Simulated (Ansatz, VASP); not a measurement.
One calculation of NiO, two programs

```
Ni O
1.0
     1.43814    0.83031    2.33081
    -1.43814    0.83031    2.33081
     0.00000   -1.66062    2.33081
Ni O
1 1
Direct
  0.00000 0.00000 0.00000
  0.50000 0.50000 0.50000
```

Alike in both runs: task relaxation of cell and atoms; functional PBE; k mesh 14 × 14 × 14; occupations gaussian, width 0.05 eV; no spin polarisation.

|  | VASP | Ansatz |
| --- | --- | --- |
| version | VASP 6.6.1 | Ansatz 0.2.0 |
| potentials or method | VASP PAW PBE potentials, release 64 (Ni, O), cutoff 600 eV | scalar-relativistic, plane waves, PAW |
| valence electrons in the cell | 16 | 24 |

|  | VASP | Ansatz | Ansatz less VASP |
| --- | --- | --- | --- |
| gap on the k mesh at the Fermi level, each at its own relaxed structure (eV) | none | none | - |
| relaxed volume (Å³/atom) | 9.00 | 8.99 | -0.003 |
| relaxed cell length with the largest relative difference (Å) | 2.941 | 2.941 | -0.0002 |

A gap of «none» marks a metal or a gap that the smearing closes. VASP's potentials hold 16 valence electrons a cell and Ansatz's 24, so a difference there can come from the potentials and not from the codes.
